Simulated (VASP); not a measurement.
TaS2, 3 atoms in the cell. The structure is trigonal, space group P-3m1 (No. 164). The conventional cell has a = 3.350 Å, b = 3.350 Å, c = 5.977 Å, α = 90.00°, β = 90.00°, γ = 120.00°. Within 3.2 Å of Ta (site symmetry -3m) lie 6 S at 2.44 Å. Within 3.2 Å of S (site symmetry 3m) lie 3 Ta at 2.44 Å.  This cell differs from its parent crystal: zz strain of +2 %.

* Program: VASP 6.6.1
* Task: single point
* Functional: LDA
* Potentials or basis: VASP PAW LDA potentials, release 64 (Ta_pv, S)
* Cutoff: 500 eV
* k mesh: 9 × 9 × 5
* Occupations: fermi-dirac, width 0.03 eV
* Spin: no spin polarisation
* Dipole correction: no
* Further INCAR settings: ALGO = Normal; EDIFF = 1e-06; NBANDS = 18

Potentials or basis: VASP PAW LDA potentials, release 64 (Ta_pv, S).

Launch:

```console
$ cat potpaw_LDA.64/Ta_pv/POTCAR potpaw_LDA.64/S/POTCAR > POTCAR
$ mpirun -np 1 vasp_std > vasp.out
```

Hardware: 1 thread of Intel(R) Xeon(R) Platinum 8259CL CPU @ 2.50GHz (Skylake/Cascade Lake), on a shared host.

**Question.** Estimate the wall time of this run.

**Answer.** Run time: 31 s on 1 thread of Intel(R) Xeon(R) Platinum 8259CL CPU @ 2.50GHz (Skylake/Cascade Lake), with other jobs on the host, peak memory 0.18 GiB. Counts: scf iterations 14, k points 50.
